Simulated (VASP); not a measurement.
TiO2, 6 atoms in the cell. The typed cell holds 6 atoms: a = 3.897 Å, b = 3.897 Å, c = 5.702 Å, α = 109.98°, β = 109.98°, γ = 90.00°.  This cell differs from its parent crystal: atoms shifted along a free coordinate.

| Item | Value |
| --- | --- |
| Program | VASP 6.6.1 |
| Task | single point |
| Functional | PBE |
| Potentials or basis | VASP PAW PBE potentials, release 64 (Ti_sv, O) |
| Cutoff | 520 eV |
| k mesh | 6 × 6 × 6 |
| Occupations | gaussian, width 0.05 eV |
| Spin | no spin polarisation |
| Hubbard terms | Ti d U = 4.0 eV |
| Dipole correction | no |
| Further INCAR settings | ALGO = Normal; EDIFF = 1e-06; NBANDS = 33 |

Potentials or basis: VASP PAW PBE potentials, release 64 (Ti_sv, O).

The run is started by

```bash
$ cat potpaw_PBE.64/Ti_sv/POTCAR potpaw_PBE.64/O/POTCAR > POTCAR
$ mpirun -np 1 vasp_std > vasp.out
```

Hardware: 1 thread of AMD EPYC 9R45 96-Core Processor (Zen 5), with other jobs on the host.

**Question.** Estimate the wall time of this run.

**Answer.** Wall time 92 s on 1 thread of AMD EPYC 9R45 96-Core Processor (Zen 5), with other jobs on the host, peak memory 0.24 GiB. Counts: scf iterations 17, k points 68.
